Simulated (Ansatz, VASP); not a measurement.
**One calculation of HfSiF, two programs**

```
Hf Si F
1.0
     4.42177    0.00000    0.00000
    -2.21089    3.82937    0.00000
     0.00000    0.00000    2.71491
Hf Si F
1 1 1
Direct
  0.00000 0.00000 0.00000
  0.66667 0.33333 0.50000
  0.33333 0.66667 0.50000
```

Change from the starting cell: species swapped into the PrCuGe type (P-6m2, No. 187).

Alike in both runs: functional PBE; k mesh 12 × 12 × 18; occupations gaussian, width 0.1 eV; no spin polarisation.

Ansatz relaxed the structure, and its values are those at the end. VASP's run is a single point on that final structure, the one shown.

|  | VASP | Ansatz |
| --- | --- | --- |
| version | VASP 6.6.1 | Ansatz 0.2.0 |
| potentials or method | VASP PAW PBE potentials, release 64 (Hf_pv, Si, F), cutoff 520 eV | scalar-relativistic, plane waves, PAW |
| valence electrons in the cell | 21 | 37 |

|  | VASP | Ansatz | Ansatz less VASP |
| --- | --- | --- | --- |
| gap on the k mesh at the Fermi level (eV) | none | none | - |
| pressure (GPa) | -0.7 | 0.0 | +0.65 |

A gap of «none» marks a metal or a gap that the smearing closes. The functional is the same, so the differences come from potentials, cutoffs and numerics. VASP's potentials hold 21 valence electrons a cell and Ansatz's 37, so a difference there can come from the potentials and not from the codes.

Spin-orbit coupling is off throughout.
